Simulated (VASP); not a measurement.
# Mg in VASP: further runs, part 2 of 2

VASP 6.6.1. The steps go on from the part before.

**3. Relaxation of the atoms, PBE**

This run uses another cell than the first one, of 23.47 Å³/atom.

Input file INCAR:

```
ALGO = Normal
EDIFF = 1E-6
EDIFFG = -0.02
ENCUT = 520
GGA = PE
IBRION = 2
ISIF = 2
ISMEAR = -1
LASPH = True
LCHARG = False
LREAL = False
LWAVE = False
NELM = 60
NSW = 80
PREC = Accurate
SIGMA = 0.05
```

Input file KPOINTS:

```
k-points
0
Gamma
  10 10 5
```

Input file POSCAR:

```
Mg
1.0
    3.2413930000      0.0000000000      0.0000000000
   -1.6206965000      2.7793353284      0.0000000000
    0.0000000000      0.0000000000      5.2103000000
Mg
2
Direct
    0.6666666667      0.3333333333      0.7500000000
    0.3333333333      0.6666666667      0.2500000000
```

Potentials or basis: VASP PAW PBE potentials, release 64 (Mg).

Started as:

```sh
$ cat potpaw_PBE.64/Mg/POTCAR > POTCAR
$ mpirun -np 1 vasp_std > vasp.out
```

OUTCAR:

```text
EDIFF = 1E-6
   EDIFFG = -0.02
   ENCUT = 520
   GGA = PE
   IBRION = 2
   ISIF = 2
   ISMEAR = -1
   LASPH = True
   LREAL = False
   NELM = 60
   NSW = 80
   PREC = Accurate

 ion  position               nearest neighbor table
   1  0.667  0.333  0.750-   2 3.20   2 3.20   2 3.20   2 3.20   2 3.20   2 3.20
   2  0.333  0.667  0.250-   1 3.20   1 3.20   1 3.20   1 3.20   1 3.20   1 3.20

  Warning from LATTYP: Monoclinic adjustment (A1->A3, A2->A1, A3->A2)!
  LATTYP: Found a base centered orthorhombic cell.
 ALAT       =     3.2413930000
 B/A-ratio  =     1.7149017897
 C/A-ratio  =     1.6074261899

  Lattice vectors:

 A1 = (   1.6206965000,  -2.7793353284,   0.0000000000)
 A2 = (   1.6206965000,   2.7793353284,   0.0000000000)
 A3 = (   0.0000000000,   0.0000000000,   5.2103000000)

Analysis of symmetry for initial positions (statically):
=====================================================================
 Subroutine PRICEL returns:
 Original cell was already a primitive cell.

 Routine SETGRP: Setting up the symmetry group for a
 base centered orthorhombic supercell.

 Subroutine GETGRP returns: Found  8 space group operations
 (whereof  4 operations were pure point group operations)
 out of a pool of  8 trial point group operations.

The static configuration has the point symmetry C_2h.
 The point group associated with its full space group is D_2h.

Analysis of symmetry for dynamics (positions and initial velocities):
=====================================================================
 Subroutine PRICEL returns:
 Original cell was already a primitive cell.

 Routine SETGRP: Setting up the symmetry group for a
 base centered orthorhombic supercell.

 Subroutine GETGRP returns: Found  8 space group operations
 (whereof  4 operations were pure point group operations)
 out of a pool of  8 trial point group operations.

The dynamic configuration has the point symmetry C_2h.
 The point group associated with its full space group is D_2h.

 Subroutine INISYM returns: Found  8 space group operations
 (whereof  4 operations are pure point group operations),
 and found     1 'primitive' translations

----------------------------------------------------------------------------------------

                                     Primitive cell

  volume of cell :      46.9392

  direct lattice vectors                    reciprocal lattice vectors
     3.241393000  0.000000000  0.000000000     0.308509335  0.179899127  0.000000000
    -1.620696500  2.779335328  0.000000000     0.000000000  0.359798255  0.000000000
     0.000000000  0.000000000  5.210300000     0.000000000  0.000000000  0.191927528

  length of vectors
     3.241393000  3.217353262  5.210300000     0.357129817  0.359798255  0.191927528

  position of ions in fractional coordinates (direct lattice)
     0.666666667  0.333333333  0.750000000
     0.333333333  0.666666667  0.250000000

  ion indices of the primitive-cell ions
   primitive index   ion index
                 1           1
                 2           2

----------------------------------------------------------------------------------------

 KPOINTS: k-points

Automatic generation of k-mesh.
 Grid dimensions read from file:
 generate k-points for:   10   10    5

 Generating k-lattice:

  Cartesian coordinates                     Fractional coordinates (reciprocal lattice)
     0.030850934  0.017989913  0.000000000     0.100000000  0.000000000  0.000000000
     0.000000000  0.035979825  0.000000000     0.000000000  0.100000000  0.000000000
     0.000000000  0.000000000  0.038385506     0.000000000  0.000000000  0.200000000

  Length of vectors
     0.035712982  0.035979825  0.038385506

  Shift w.r.t. Gamma in fractional coordinates (k-lattice)
     0.000000000  0.000000000  0.000000000

 Subroutine IBZKPT returns following result:
 ===========================================

 Found     93 irreducible k-points:

 Following reciprocal coordinates:
            Coordinates               Weight
  0.000000  0.000000  0.000000      1.000000
  0.100000  0.000000  0.000000      4.000000
  0.200000  0.000000  0.000000      4.000000
  0.300000 -0.000000  0.000000      4.000000
  0.400000  0.000000  0.000000      4.000000
  0.500000  0.000000  0.000000      2.000000
[... 16 lines left out ...]
  0.000000  0.300000  0.000000      2.000000
  0.100000  0.300000  0.000000      4.000000
 [... further k-points ...]
   k-points           NKPTS =     93   k-points in BZ     NKDIM =     93   number of bands    NBANDS=      6
   number of dos      NEDOS =    301   number of ions     NIONS =      2
   total plane-waves  NPLWV =  23040
   dimension x,y,z NGX =    24 NGY =   24 NGZ =   40
   dimension x,y,z NGXF=    48 NGYF=   48 NGZF=   80
   ions per type =               2
   NGX,Y,Z   is equivalent  to a cutoff of  12.31, 12.40, 12.76 a.u.
   NGXF,Y,Z  is equivalent  to a cutoff of  24.62, 24.80, 25.53 a.u.
 SYSTEM =  unknown system
   PREC   = accura    normal or accurate (medium, high low for compatibility)
   ISTART =      0    job   : 0-new  1-cont  2-samecut
   ICHARG =      2    charge: 1-file 2-atom 10-const
   ISPIN  =      1    spin polarized calculation?
   LNONCOLLINEAR =      F non collinear calculations
   LSORBIT =      F    spin-orbit coupling
   LASPH  =      T    aspherical Exc in radial PAW
   ENCUT  =  520.0 eV  38.22 Ry    6.18 a.u.   6.03  5.98  9.69*2*pi/ulx,y,z
   NELM   =     60;   NELMIN=  2; NELMDL= -5     # of ELM steps
   EDIFF  = 0.1E-05   stopping-criterion for ELM
   LREAL  =      F    real-space projection
   EDIFFG = -.2E-01   stopping-criterion for IOM
   NSW    =     80    number of steps for IOM
   IBRION =      2    ionic relax: 0-MD 1-quasi-New 2-CG
   NFREE  =      1    steps in history (QN), initial steepest desc. (CG)
   ISIF   =      2    stress and relaxation
   ISYM   =      2    0-nonsym 1-usesym 2-fastsym
   POTIM  = 0.5000    time-step for ionic-motion
   TEBEG  =    0.0;   TEEND  =   0.0 temperature during run
   PSTRESS=    0.0 pullay stress
   NELECT =       4.0000    total number of electrons
   NUPDOWN=      -1.0000    fix difference up-down
   EMIN   =  10.00;   EMAX   =-10.00  energy-range for DOS
   EFERMI =   0.00;   METHOD = LEGACY
   ISMEAR =    -1;   SIGMA  =   0.05  broadening in eV -4-tet -1-fermi 0-gaus
   EFERMI_NEDOS =   21; number of points for ismear=-14 and -15
   IALGO  =     38    algorithm
   IMIX   =      4    mixing-type and parameters
     AMIX     =   0.40;   BMIX     =  1.00
     AMIX_MAG =   1.60;   BMIX_MAG =  1.00
  volume/ion in A,a.u.               =      23.47       158.38
  Fermi-wavevector in a.u.,A,eV,Ry     =   0.720415  1.361388  7.061403  0.518998
  Thomas-Fermi vector in A             =   1.809862
   LORBIT       =      0    0 simple, 1 ext, 2 COOP (PROOUT), +10 PAW based schemes
   GGA     = PE    functional components
   LHFCALC =     F    Hartree Fock is set to
   AEXX    =    0.0000 exact exchange contribution
   IVDW    =     0    specifies the selected vdW correction
   LEPSILON=     F    determine dielectric tensor
   LRPA    =     F    only Hartree local field effects (RPA)
 conjugate gradient relaxation of ions
 non-spin polarized calculation
  energy-cutoff  :      520.00
  volume of cell :       46.94
 maximum number of plane-waves:      1287
   NGX = 13   NGY = 11   NGZ = 19

 number of electron       4.0000000 magnetization

 Free energy of the ion-electron system (eV)
  ---------------------------------------------------
  ext. energy  EPLUGINS =         0.00000000
  ---------------------------------------------------
  free energy    TOTEN  =        -3.00351494 eV

  energy without entropy =       -2.99192649  energy(sigma->0) =       -2.99772071

 E-fermi :   2.5481     XC(G=0):  -8.4230

 val. band max:        2.5410624724   @ k =   0.1000   0.4000   0.4000
 cond. band min:       2.5704718019   @ k =   0.4000   0.3000   0.0000
 fundamental gap:      0.0294093295
 Fermi energy:         2.5481126527

 k-point     1 :       0.0000    0.0000    0.0000
  band No.  band energies     occupation
      1      -4.3178      2.00000
      2       0.8983      2.00000
      3       1.3212      2.00000
      4      13.1711      0.00000
      5      13.2439      0.00000
      6      13.3834      0.00000
[... 199 lines left out ...]
 k-point    24 :       0.1000    0.3000    0.0000
  band No.  band energies     occupation
      1      -1.8135      2.00000
      2       3.2231      0.00000
      3       3.2545      0.00000
      4       4.3641      0.00000
      5       7.2105      0.00000
      6       8.6332      0.00000

 [... further k-points ...]
[... 5 lines left out ...]
  --------------------------------------------------------------------------------------
  -------------------------------------------------------------------------------------
  Total       -0.3396136     -0.3740000     -0.0215883      0.0000000      0.0000000      0.0000000
  in kB      -11.5920494    -12.7657640     -0.7368731      0.0000000      0.0000000      0.0000000
  external PRESSURE =      -8.3648955 kB  Pullay stress =       0.0000000 kB

 VOLUME and BASIS-vectors are now :
 -----------------------------------------------------------------------------
  energy-cutoff  :      520.00
  volume of cell :       46.94
      direct lattice vectors                 reciprocal lattice vectors
     3.241393000  0.000000000  0.000000000     0.308509335  0.179899127  0.000000000
    -1.620696500  2.779335328  0.000000000     0.000000000  0.359798255  0.000000000
     0.000000000  0.000000000  5.210300000     0.000000000  0.000000000  0.191927528

 POSITION                                       TOTAL-FORCE (eV/Angst)
 -----------------------------------------------------------------------------------
      1.62070      0.92645      3.90773        -0.000000      0.007901      0.000000
     -0.00000      1.85289      1.30258         0.000000     -0.007901     -0.000000
 -----------------------------------------------------------------------------------
    total drift:                               -0.000000      0.000000     -0.000000

  FREE ENERGIE OF THE ION-ELECTRON SYSTEM (eV)
  ---------------------------------------------------
  free  energy   TOTEN  =        -3.0035149351 eV

  energy  without entropy=       -2.9919264919  energy(sigma->0) =       -2.99772071

 reached required accuracy - stopping structural energy minimisation
```

OSZICAR:

```text
N       E                     dE             d eps       ncg     rms          rms(c)
DAV:   1     0.489738072102E-01    0.48974E-01   -0.13402E+03  1116   0.481E+02
DAV:   2    -0.299978336384E+01   -0.30488E+01   -0.28953E+01  1530   0.286E+01
DAV:   3    -0.301696741741E+01   -0.17184E-01   -0.17125E-01  1632   0.311E+00
DAV:   4    -0.301701288281E+01   -0.45465E-04   -0.45461E-04  1590   0.131E-01
DAV:   5    -0.301701311926E+01   -0.23646E-06   -0.23644E-06  1560   0.658E-03    0.959E-01
DAV:   6    -0.301100062041E+01    0.60125E-02   -0.68541E-04  1434   0.300E-01    0.614E-01
DAV:   7    -0.300350380689E+01    0.74968E-02   -0.26938E-03  1242   0.522E-01    0.346E-02
DAV:   8    -0.300351676907E+01   -0.12962E-04   -0.14510E-05  1758   0.339E-02    0.763E-03
DAV:   9    -0.300351518627E+01    0.15828E-05   -0.12548E-06  1266   0.799E-03    0.633E-04
DAV:  10    -0.300351493515E+01    0.25112E-06   -0.82587E-09   852   0.781E-04
   1 F= -.30035149E+01 E0= -.29977207E+01  d E =-.300351E+01
```

Wall time 6.5 s (1 thread of Intel Xeon 6975P-C (Granite Rapids), shared host); peak memory 0.17 GiB.

What came out:

- Free energy: -3.0035 eV
- Pressure after relaxing: -0.8 GPa
- Largest force after relaxing: 0.008 eV/Å
- Band gap on the k mesh: zero (bands 2 and 3 overlap by 1.90 eV)

Forces on the atoms (eV/Å):
```
Mg   0.000  0.008  0.000
Mg   0.000 -0.008  0.000
```

Stress tensor (GPa, compression positive):
```
-1.16  0.00  0.00
 0.00 -1.28  0.00
 0.00  0.00 -0.07
```

Final structure:
```xyz
2
Lattice="3.2414 0.0000 0.0000 -1.6207 2.7793 0.0000 0.0000 0.0000 5.2103" Properties=species:S:1:pos:R:3 pbc="T T T"
Mg    1.6207    0.9264    3.9077
Mg    0.0000    1.8529    1.3026
```

Caveat: the relaxation stopped at its first step, so nothing moved.

**4. Relaxation of the atoms, PBE**

Input file INCAR:

```
SYSTEM = Mg
PREC     = Accurate       ! precision mode
ENCUT    = 520            ! plane-wave cutoff, eV
EDIFF    = 1E-7           ! SCF threshold, eV
ISMEAR   = -1             ! smearing method
SIGMA    = 0.05           ! smearing width, eV
LREAL    = .False.        ! projectors in reciprocal space
LASPH    = .True.         ! aspherical terms in the spheres
NELM     = 100            ! most SCF steps
ALGO     = Normal         ! electronic algorithm
ISIF     = 2              ! what is computed and relaxed
LWAVE    = .False.        ! write WAVECAR
LCHARG   = .False.        ! write CHGCAR
GGA      = PE             ! functional
IBRION   = 2              ! ionic algorithm
NSW      = 80             ! ionic steps
EDIFFG   = -0.02          ! ionic threshold
```

Input file KPOINTS:

```
Automatic mesh
0
Gamma
  10 10 5
  0 0 0
```

Input file POSCAR:

```
Mg
1.0
    3.2734860000      0.0000000000      0.0000000000
   -1.6367430000      2.7793353284      0.0000000000
    0.0000000000      0.0000000000      5.2103000000
Mg
2
Direct
    0.6666666667      0.3333333333      0.7500000000
    0.3333333333      0.6666666667      0.2500000000
```

Started as:

```sh
$ cat potpaw_PBE.64/Mg/POTCAR > POTCAR
$ mpirun -np 1 vasp_std > vasp.out
```

It took 6.9 s on 1 thread of Intel Xeon 6975P-C (Granite Rapids), shared host; peak memory 0.17 GiB.

It converged, with:

* Free energy: -2.9997 eV
* Pressure after relaxing: -1.2 GPa
* Largest force after relaxing: 0.015 eV/Å
* Band gap on the k mesh: zero (bands 2 and 3 overlap by 1.90 eV)

Forces on the atoms (eV/Å):
```
Mg   0.000  0.015  0.000
Mg   0.000 -0.015  0.000
```

Stress tensor (GPa, compression positive):
```
-1.43  0.00  0.00
 0.00 -1.68  0.00
 0.00  0.00 -0.37
```

Final structure:
```
CELL_PARAMETERS angstrom
3.27349 0.00000 0.00000
-1.63674 2.77934 0.00000
0.00000 0.00000 5.21030
ATOMIC_POSITIONS crystal
Mg 0.66667 0.33333 0.75000
Mg 0.33333 0.66667 0.25000
```

Levels at points of the mesh, in eV from the Fermi level:
| k point | band 1 | band 2 | band 3 | band 4 | band 5 | band 6 |
| --- | --- | --- | --- | --- | --- | --- |
| (0.00, 0.00, 0.00) | -6.83 | -1.61 | -1.19 | 10.41 | 10.46 | 10.79 |
| (0.50, 0.00, 0.00) | -2.23 | -2.18 | 2.54 | 2.97 | 3.18 | 3.57 |
| (0.00, 0.50, 0.00) | -2.07 | -2.07 | 2.70 | 3.06 | 3.30 | 3.70 |

Caveat: the relaxation stopped at its first step, so nothing moved.

**5. Single point, PBE (atoms moved at random)**

Input file INCAR:

```
SYSTEM = Mg
PREC = Accurate
ENCUT = 520
EDIFF = 1E-6
ISMEAR = -1
SIGMA = 0.02
LREAL = .FALSE.
LASPH = .TRUE.
NELM = 60
ALGO = Normal
ISIF = 2
LWAVE = .FALSE.
LCHARG = .TRUE.
GGA = PE
LELF = .TRUE.
LVHAR = .TRUE.
NBANDS = 9
```

Input file KPOINTS:

```
Automatic mesh
0
G
  7 7 4
  0 0 0
```

Input file POSCAR:

```
Mg
1.0
    3.2093000000      0.0000000000      0.0000000000
   -1.6046500000      2.7793353284      0.0000000000
    0.0000000000      0.0000000000      5.2103000000
Mg
2
Direct
    0.6643480000      0.3427560000      0.7515250000
    0.3475810000      0.6782510000      0.2514330000
```

Started as:

```sh
$ cat potpaw_PBE.64/Mg/POTCAR > POTCAR
$ mpirun -np 1 vasp_std > vasp.out
```

It took 10 s on 1 thread of Intel Xeon 6975P-C (Granite Rapids), shared host; peak memory 0.17 GiB.

Results (log left out):

```yaml
Free_energy: -3.0321 eV
Pressure: -0.4 GPa
Largest_force: 0.030 eV/Å
Band_gap_on_the_k_mesh: zero (bands 2 and 3 overlap by 2.03 eV)
```

Forces in eV/Å, atoms in the order of the input:
```
Mg   0.030  0.002 -0.002
Mg  -0.030 -0.002  0.002
```

Stress tensor (GPa, compression positive):
```
-1.40  0.02  0.00
 0.02 -1.42  0.00
 0.00  0.00  1.70
```

Levels at points of the mesh, in eV from the Fermi level:
```csv
k point,band 1,band 2,band 3,band 4,band 5,band 6,band 7
"(0.00, 0.00, 0.00)",-6.85,-1.63,-1.21,10.90,10.90,10.98,10.99
"(0.00, 0.00, 0.50)",-5.47,-5.47,5.03,5.03,11.63,11.63,11.66
```

Caveat: the cell differs from its parent crystal (atoms moved at random).

**6. The runs side by side**

```csv
task,cell,k mesh,smearing,gap on the mesh (eV),pressure (GPa),largest force (eV/Å)
single point,"a = 3.273, b = 3.225, c = 5.210 Å, angles 90.0, 90.0, 120.5°, 2 atoms, atomic positions A",10 × 10 × 5,fermi-dirac 0.05 eV,none,-1.2,0.02
relaxation of the atoms,"atoms relaxed from a = 3.241, b = 3.217, c = 5.210 Å, angles 90.0, 90.0, 120.2°, 2 atoms, atomic positions A",10 × 10 × 5,fermi-dirac 0.05 eV,none,-0.8,0.01
relaxation of the atoms,"atoms relaxed from a = 3.273, b = 3.225, c = 5.210 Å, angles 90.0, 90.0, 120.5°, 2 atoms, atomic positions A",10 × 10 × 5,fermi-dirac 0.05 eV,none,-1.2,0.02
single point,"a = 3.209, b = 3.209, c = 5.210 Å, angles 90.0, 90.0, 120.0°, 2 atoms, atomic positions B",7 × 7 × 4,fermi-dirac 0.02 eV,none,-0.4,0.03
```

Alike in all rows: level PBE; potentials or basis VASP PAW PBE potentials, release 64 (Mg); no spin polarisation; cutoff (eV) 520.

Caveats: the relaxation stopped at its first step, so nothing moved (at least some runs).

Absolute energies hang on the potentials; compare differences alone.

The gap in the log of VASP goes by the Fermi energy; the results here count the filled bands.